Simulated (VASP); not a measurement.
Here is a VASP 6.6.1 calculation.

File INCAR:

```
ALGO = Normal
EDIFF = 1E-6
EDIFFG = -0.01
ENCUT = 600
GGA = CA
IBRION = 2
ISIF = 8
ISMEAR = 0
LASPH = T
LCHARG = F
LREAL = F
LWAVE = F
NELM = 80
NSW = 80
PREC = Accurate
SIGMA = 0.1
```

Contents of KPOINTS:

```
k-points
0
Gamma
  16 16 9
```

POSCAR

```
Hf
1.0
    3.1967000000      0.0000000000      0.0000000000
   -1.5983500000      2.7684234100      0.0000000000
    0.0000000000      0.0000000000      5.0578000000
Hf
2
Direct
    0.3333333339      0.6666666679      0.2500000000
    0.6666666661      0.3333333321      0.7500000000
```

Potentials or basis: VASP PAW LDA potentials, release 64 (Hf_pv).

The run is started by

```console
$ cat potpaw_LDA.64/Hf_pv/POTCAR > POTCAR
$ mpirun -np 1 vasp_std > vasp.out
```

Predict the space group after relaxing (to 0.1 Å).

P6_3/mmc (No. 194).

Predict the band gap on the k mesh.

zero (bands 10 and 11 overlap by 1.37 eV).

Estimate the relaxed cell.

a = 3.121 Å, b = 3.121 Å, c = 4.938 Å, α = 90.00°, β = 90.00°, γ = 120.00°.

Estimate the relaxed volume.

20.83 Å³/atom.

Stress tensor (GPa, compression positive):
```
-0.04  0.00  0.00
 0.00 -0.04  0.00
 0.00  0.00  0.05
```

Caveat: spin-orbit coupling is left out, which moves the levels of the heavy elements. LDA usually gives volumes a few per cent too small.
